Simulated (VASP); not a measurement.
Set up this calculation in VASP 6.6.1, as the native input.

- Task: single point
- Functional: PBE
- Potentials or basis: VASP PAW PBE potentials, release 64 (Hf_pv, Sn_d, S)
- Cutoff: 520 eV
- k mesh: 6 × 6 × 6
- Occupations: gaussian, width 0.1 eV
- Spin: no spin polarisation
- Dipole correction: no
- Further INCAR settings: ALGO = Normal; EDIFF = 1e-06; NBANDS = 58

The structure of Hf3SnS8 lies in POSCAR:

```
Hf3SnS8
1.0
    7.3492668865      0.0000000000      0.0000000000
   -3.6746334432      6.3646518229      0.0000000000
    0.0000000000      0.0000000000      6.8952222728
Hf Sn S
3 1 8
Direct
    0.0000000000      0.5000000000      0.0000000000
    0.5000000000      0.0000000000      0.0000000000
    0.5000000000      0.5000000000      0.0000000000
    0.0000000000      0.0000000000      0.0000000000
    0.1686026711      0.3372053422      0.2120260641
    0.1686026711      0.8313973289      0.2120260641
    0.6666666667      0.3333333333      0.2081780661
    0.6627946578      0.8313973289      0.2120260641
    0.3372053422      0.1686026711      0.7879739359
    0.3333333333      0.6666666667      0.7918219339
    0.8313973289      0.1686026711      0.7879739359
    0.8313973289      0.6627946578      0.7879739359
```

These files were run (other wordings do the same):

INCAR

```
PREC = Accurate
ENCUT = 520
EDIFF = 1E-6
ISMEAR = 0
SIGMA = 0.1
LREAL = F
LASPH = T
NELM = 100
ALGO = Normal
ISIF = 2
LWAVE = F
LCHARG = F
GGA = PE
NBANDS = 58
```

KPOINTS

```
regular mesh
0
Gamma
  6 6 6
```

Potentials or basis: VASP PAW PBE potentials, release 64 (Hf_pv, Sn_d, S).

The run is started by

```bash
$ cat potpaw_PBE.64/Hf_pv/POTCAR potpaw_PBE.64/Sn_d/POTCAR potpaw_PBE.64/S/POTCAR > POTCAR
$ mpirun -np 1 vasp_std > vasp.out
```

Results of the run:

```yaml
Pressure: -0.4 GPa
Largest_force: 0.065 eV/Å
Band_gap_on_the_k_mesh: 0.09 eV
```

Caveat: semilocal functionals underestimate gaps, and a narrow one can read as zero; spin-orbit coupling is left out, which moves the levels of the heavy elements; this functional lacks dispersion, which binds layers or chains, so the pressure and a relaxed spacing across them are unreliable.

It took 8.3 min on 1 thread of Intel(R) Xeon(R) Platinum 8488C (Sapphire Rapids), with other jobs on the host, peak memory 0.74 GiB.
